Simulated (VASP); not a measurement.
# MoS2 (P-6m2) in VASP: a series of runs

The runs below take MoS2 through relaxation of cell and atoms, single point, with r2SCAN+rVV10, PBE.

All numbers are computed with VASP 6.6.1; they aren't measurements. Logs are shortened: lines on timing, memory, paths and dates and some standing lists are left out, and cuts for length are marked.

## (1) The cell of the first run

Symmetry: P-6m2, No. 187, hexagonal system. The conventional cell has a = 3.149 Å, b = 3.149 Å, c = 6.689 Å, α = 90.00°, β = 90.00°, γ = 120.00°. Mo (site symmetry -6m2) has 6 S at 2.40 Å and 6 Mo at 3.15 Å within 3.2 Å. S (site symmetry 3m) has 3 Mo at 2.40 Å and 7 S at 3.13 to 3.15 Å within 3.2 Å.

## (2) Relaxation of cell and atoms, r2SCAN+rVV10

POSCAR reads:

```
MoS2
1.0
    3.1488734175      0.0000000000      0.0000000000
   -1.5744367087      2.7270043728      0.0000000000
    0.0000000000      0.0000000000      6.6888564931
Mo S
1 2
Direct
    0.0000000000      0.0000000000      0.0000000000
    0.3333333333      0.6666666667      0.2343339917
    0.3333333333      0.6666666667      0.7656660083
```

INCAR.step1 reads:

```
ALGO = Normal
EDIFF = 1E-4
ENCUT = 600
GGA = PE
ISMEAR = -1
LASPH = T
LCHARG = F
LREAL = F
LWAVE = T
NELM = 100
PREC = Accurate
SIGMA = 0.02
```

INCAR.step2 reads:

```
ALGO = Normal
BPARAM = 11.95
CPARAM = 0.0093
EDIFF = 1E-7
EDIFFG = -0.005
ENCUT = 600
IBRION = 2
ISIF = 3
ISMEAR = -1
ISTART = 1
IVDW_NL = 2
LASPH = T
LCHARG = F
LMIXTAU = T
LREAL = F
LUSE_VDW = T
LWAVE = F
METAGGA = R2SCAN
NELM = 100
NSW = 80
PREC = Accurate
SIGMA = 0.02
```

KPOINTS reads:

```
k-points
0
Gamma
  12 12 4
```

Potentials or basis: VASP PAW PBE potentials, release 64 (Mo_sv, S).

Run with:

```console
$ cat potpaw_PBE.64/Mo_sv/POTCAR potpaw_PBE.64/S/POTCAR > POTCAR
$ cp INCAR.step1 INCAR
$ mpirun -np 1 vasp_std > vasp.out
$ cp INCAR.step2 INCAR
$ mpirun -np 1 vasp_std > vasp.out
```

OUTCAR:

```text
BPARAM = 11.95
   EDIFF = 1E-7
   EDIFFG = -0.005
   ENCUT = 600
   IBRION = 2
   ISIF = 3
   ISMEAR = -1
   ISTART = 1
   IVDW_NL = 2
   LASPH = T
   LREAL = F
   METAGGA = R2SCAN
   NELM = 100
   NSW = 80
   PREC = Accurate

 ion  position               nearest neighbor table
   1  0.000  0.000  0.000-   2 2.40   3 2.40   2 2.40   3 2.40   2 2.40   3 2.40
   2  0.333  0.667  0.234-   1 2.40   1 2.40   1 2.40
   3  0.333  0.667  0.766-   1 2.40   1 2.40   1 2.40

  LATTYP: Found a hexagonal cell.
 ALAT       =     3.1488734175
 C/A-ratio  =     2.1242062180

  Lattice vectors:

 A1 = (   3.1488734175,   0.0000000000,   0.0000000000)
 A2 = (  -1.5744367087,   2.7270043728,   0.0000000000)
 A3 = (   0.0000000000,   0.0000000000,   6.6888564931)

Analysis of symmetry for initial positions (statically):
=====================================================================
 Subroutine PRICEL returns:
 Original cell was already a primitive cell.

 Routine SETGRP: Setting up the symmetry group for a
 hexagonal supercell.

 Subroutine GETGRP returns: Found 12 space group operations
 (whereof 12 operations were pure point group operations)
 out of a pool of 24 trial point group operations.

The static configuration has the point symmetry D_3h.

Analysis of symmetry for dynamics (positions and initial velocities):
=====================================================================
 Subroutine PRICEL returns:
 Original cell was already a primitive cell.

 Routine SETGRP: Setting up the symmetry group for a
 hexagonal supercell.

 Subroutine GETGRP returns: Found 12 space group operations
 (whereof 12 operations were pure point group operations)
 out of a pool of 24 trial point group operations.

The dynamic configuration has the point symmetry D_3h.

 Subroutine INISYM returns: Found 12 space group operations
 (whereof 12 operations are pure point group operations),
 and found     1 'primitive' translations

----------------------------------------------------------------------------------------

                                     Primitive cell

  volume of cell :      57.4372

  direct lattice vectors                    reciprocal lattice vectors
     3.148873417  0.000000000  0.000000000     0.317573896  0.183351374  0.000000000
    -1.574436709  2.727004373  0.000000000     0.000000000  0.366702749  0.000000000
     0.000000000  0.000000000  6.688856493     0.000000000  0.000000000  0.149502385

  length of vectors
     3.148873417  3.148873417  6.688856493     0.366702749  0.366702749  0.149502385

  position of ions in fractional coordinates (direct lattice)
     0.000000000  0.000000000  0.000000000
     0.333333333  0.666666667  0.234333992
     0.333333333  0.666666667  0.765666008

  ion indices of the primitive-cell ions
   primitive index   ion index
                 1           1
                 2           2
                 3           3

----------------------------------------------------------------------------------------

 KPOINTS: k-points

Automatic generation of k-mesh.
 Grid dimensions read from file:
 generate k-points for:   12   12    4

 Generating k-lattice:

  Cartesian coordinates                     Fractional coordinates (reciprocal lattice)
     0.026464491  0.015279281  0.000000000     0.083333333  0.000000000  0.000000000
     0.000000000  0.030558562  0.000000000     0.000000000  0.083333333  0.000000000
     0.000000000  0.000000000  0.037375596     0.000000000  0.000000000  0.250000000

  Length of vectors
     0.030558562  0.030558562  0.037375596

  Shift w.r.t. Gamma in fractional coordinates (k-lattice)
     0.000000000  0.000000000  0.000000000

 Subroutine IBZKPT returns following result:
 ===========================================

 Found     57 irreducible k-points:

 Following reciprocal coordinates:
            Coordinates               Weight
  0.000000  0.000000  0.000000      1.000000
  0.083333 -0.000000  0.000000      6.000000
  0.166667 -0.000000  0.000000      6.000000
  0.250000 -0.000000  0.000000      6.000000
  0.333333  0.000000  0.000000      6.000000
  0.416667 -0.000000  0.000000      6.000000
[... 16 lines left out ...]
  0.250000 -0.000000  0.250000     12.000000
  0.333333  0.000000  0.250000     12.000000
 [... further k-points ...]
   k-points           NKPTS =     57   k-points in BZ     NKDIM =     57   number of bands    NBANDS=     17
   number of dos      NEDOS =    301   number of ions     NIONS =      3
   total plane-waves  NPLWV =  42336
   dimension x,y,z NGX =    28 NGY =   28 NGZ =   54
   dimension x,y,z NGXF=    56 NGYF=   56 NGZF=  108
   ions per type =               1   2
   NGX,Y,Z   is equivalent  to a cutoff of  14.78, 14.78, 13.42 a.u.
   NGXF,Y,Z  is equivalent  to a cutoff of  29.57, 29.57, 26.84 a.u.
 SYSTEM =  unknown system
   PREC   = accura    normal or accurate (medium, high low for compatibility)
   ISTART =      1    job   : 0-new  1-cont  2-samecut
   ICHARG =      0    charge: 1-file 2-atom 10-const
   ISPIN  =      1    spin polarized calculation?
   LNONCOLLINEAR =      F non collinear calculations
   LSORBIT =      F    spin-orbit coupling
   LASPH  =      T    aspherical Exc in radial PAW
   ENCUT  =  600.0 eV  44.10 Ry    6.64 a.u.   6.29  6.29 13.36*2*pi/ulx,y,z
   NELM   =    100;   NELMIN=  2; NELMDL=  0     # of ELM steps
   EDIFF  = 0.1E-06   stopping-criterion for ELM
   LREAL  =      F    real-space projection
   EDIFFG = -.5E-02   stopping-criterion for IOM
   NSW    =     80    number of steps for IOM
   IBRION =      2    ionic relax: 0-MD 1-quasi-New 2-CG
   NFREE  =      1    steps in history (QN), initial steepest desc. (CG)
   ISIF   =      3    stress and relaxation
   ISYM   =      2    0-nonsym 1-usesym 2-fastsym
   POTIM  = 0.5000    time-step for ionic-motion
   TEBEG  =    0.0;   TEEND  =   0.0 temperature during run
   PSTRESS=    0.0 pullay stress
   NELECT =      26.0000    total number of electrons
   NUPDOWN=      -1.0000    fix difference up-down
   EMIN   =  10.00;   EMAX   =-10.00  energy-range for DOS
   EFERMI =   0.00;   METHOD = LEGACY
   ISMEAR =    -1;   SIGMA  =   0.02  broadening in eV -4-tet -1-fermi 0-gaus
   EFERMI_NEDOS =   21; number of points for ismear=-14 and -15
   IALGO  =     38    algorithm
   IMIX   =      4    mixing-type and parameters
     AMIX     =   0.40;   BMIX     =  1.00
     AMIX_MAG =   1.60;   BMIX_MAG =  1.00
  volume/ion in A,a.u.               =      19.15       129.20
  Fermi-wavevector in a.u.,A,eV,Ry     =   1.256999  2.375384 21.497842  1.580047
  Thomas-Fermi vector in A             =   2.390680
   LORBIT       =      0    0 simple, 1 ext, 2 COOP (PROOUT), +10 PAW based schemes
   METAGGA = R2SCAN    functional components
   LHFCALC =     F    Hartree Fock is set to
   AEXX    =    0.0000 exact exchange contribution
   IVDW_NL    =     2    kernel type
   BPARAM     =11.9500
   IVDW    =     0    specifies the selected vdW correction
   LEPSILON=     F    determine dielectric tensor
   LRPA    =     F    only Hartree local field effects (RPA)
 conjugate gradient relaxation of ions
 non-spin polarized calculation
  energy-cutoff  :      600.00
  volume of cell :       57.44
 maximum number of plane-waves:      1983
 NGX is ok and might be reduce to    28
   NGX = 13   NGY = 13   NGZ = 27

--------------------------------------- Ionic step        1  -------------------------------------------

 number of electron      26.0000001 magnetization

 Free energy of the ion-electron system (eV)
  ---------------------------------------------------
  ext. energy  EPLUGINS =         0.00000000
  ---------------------------------------------------
  free energy    TOTEN  =       -44.46758085 eV

  energy without entropy =      -44.46758085  energy(sigma->0) =      -44.46758085

------------------------ aborting loop because EDIFF is reached ----------------------------------------

  FORCE on cell =-STRESS in cart. coord.  units (eV):
  Direction    XX          YY          ZZ          XY          YZ          ZX
  --------------------------------------------------------------------------------------
  -------------------------------------------------------------------------------------
  Total        0.6981204      0.6981204      0.0101502      0.0000000      0.0000000      0.0000000
  in kB       19.4736771     19.4736771      0.2831338      0.0000000      0.0000000      0.0000000
  external PRESSURE =      13.0768294 kB  Pullay stress =       0.0000000 kB
[... 92 lines left out ...]
  FREE ENERGIE OF THE ION-ELECTRON SYSTEM (eV)
  ---------------------------------------------------
  free  energy   TOTEN  =       -44.4727500083 eV

  energy  without entropy=      -44.4727500083  energy(sigma->0) =      -44.47275001

[... ionic steps 4 to 8 ...]

--------------------------------------- Ionic step        9  -------------------------------------------

 number of electron      26.0000001 magnetization

------------------------ aborting loop because EDIFF is reached ----------------------------------------

  FORCE on cell =-STRESS in cart. coord.  units (eV):
  Direction    XX          YY          ZZ          XY          YZ          ZX
  --------------------------------------------------------------------------------------
  -------------------------------------------------------------------------------------
  Total        0.0038635      0.0038635      0.0364287      0.0000000     -0.0000000     -0.0000000
  in kB        0.1043924      0.1043924      0.9842977      0.0000000     -0.0000000     -0.0000000
  external PRESSURE =       0.3976941 kB  Pullay stress =       0.0000000 kB
[... 59 lines left out ...]
  energy  without entropy=      -44.4763789827  energy(sigma->0) =      -44.47637898

--------------------------------------- Ionic step       11  -------------------------------------------

 number of electron      26.0000001 magnetization

 Free energy of the ion-electron system (eV)
  ---------------------------------------------------
  ext. energy  EPLUGINS =         0.00000000
  ---------------------------------------------------
  free energy    TOTEN  =       -44.47656122 eV

  energy without entropy =      -44.47656122  energy(sigma->0) =      -44.47656122

 E-fermi :   6.3151     XC(G=0): -10.7956

 val. band max:        5.8878693628   @ k =   0.0000   0.0000   0.5000
 cond. band min:       7.2278474727   @ k =   0.3333   0.3333   0.0000
 fundamental gap:      1.3399781099
 Fermi energy:         6.3151249088

 k-point     1 :       0.0000    0.0000    0.0000
  band No.  band energies     occupation
      1     -57.3464      2.00000
      2     -30.7697      2.00000
      3     -30.5438      2.00000
      4     -30.5438      2.00000
      5      -9.4135      2.00000
      6      -7.9047      2.00000
[... 9 lines left out ...]
     16       8.6256      0.00000
     17       8.6256      0.00000
[... 443 lines left out ...]
      1     -57.3139      2.00000
      2     -30.8552      2.00000
      3     -30.7054      2.00000
      4     -30.6152      2.00000
      5      -7.9944      2.00000
      6      -7.4347      2.00000
[... 9 lines left out ...]
     16       9.1865      0.00000
     17       9.8073      0.00000

 [... further k-points ...]

------------------------ aborting loop because EDIFF is reached ----------------------------------------

  FORCE on cell =-STRESS in cart. coord.  units (eV):
  Direction    XX          YY          ZZ          XY          YZ          ZX
  --------------------------------------------------------------------------------------
  -------------------------------------------------------------------------------------
  Total       -0.0090021     -0.0090021      0.0022043     -0.0000000      0.0000000     -0.0000000
  in kB       -0.2431811     -0.2431811      0.0595451     -0.0000000      0.0000000     -0.0000000
  external PRESSURE =      -0.1422724 kB  Pullay stress =       0.0000000 kB
[... 18 lines left out ...]
  FREE ENERGIE OF THE ION-ELECTRON SYSTEM (eV)
  ---------------------------------------------------
  free  energy   TOTEN  =       -44.4765612162 eV

  energy  without entropy=      -44.4765612162  energy(sigma->0) =      -44.47656122

 reached required accuracy - stopping structural energy minimisation
```

Run time: 41 min. Hardware: 1 thread of Intel Xeon Platinum 8375C at 2.90GHz (Ice Lake), shared host; peak memory 0.42 GiB.

Results:

| Quantity | Value |
| --- | --- |
| Free energy | -44.4766 eV |
| Relaxed volume | 19.77 Å³/atom |
| Relaxed cell | a = 3.173 Å, b = 3.173 Å, c = 6.801 Å, α = 90.00°, β = 90.00°, γ = 120.00° |
| Space group after relaxing (to 0.1 Å) | P-6m2 (No. 187) |
| Energy gained by relaxing | 3.0 meV/atom |
| Ionic steps | 11 |
| Pressure after relaxing | 0.0 GPa |
| Band gap on the k mesh | 1.34 eV (least direct gap 1.79 eV) |

Step by step:
```
step  energy change (eV)  largest force (eV/Å)  pressure (GPa)  volume (Å³)
   1              0.0000                0.1036            1.31        57.44
   2             -0.0034                0.2299           -1.35        58.74
   3             -0.0052                0.1839           -0.39        58.25
   4             -0.0054                0.0887            0.61        58.22
   5             -0.0063                0.0408            0.13        58.23
   6             -0.0069                0.0352            0.12        58.34
   7             -0.0081                0.0186            0.08        58.67
   8             -0.0090                0.0135            0.04        59.33
   9             -0.0090                0.0120            0.04        59.30
  10             -0.0088                0.0578           -0.32        59.38
  11             -0.0090                0.0012           -0.01        59.31
```

Final structure:
```yaml
crystal:
  lattice:
    - [3.17334, 0.00000, 0.00000]
    - [-1.58667, 2.74820, 0.00000]
    - [0.00000, 0.00000, 6.80083]
  atoms:
    - { symbol: Mo, position: [0.00000, 0.00000, 0.00000] }
    - { symbol: S, position: [0.33333, 0.66667, 0.22883] }
    - { symbol: S, position: [0.33333, 0.66667, 0.77117] }
```

Caveat: the PAW data sets were made with another functional, which shifts forces and pressure a little.

(Continued in part 2 of 2.)
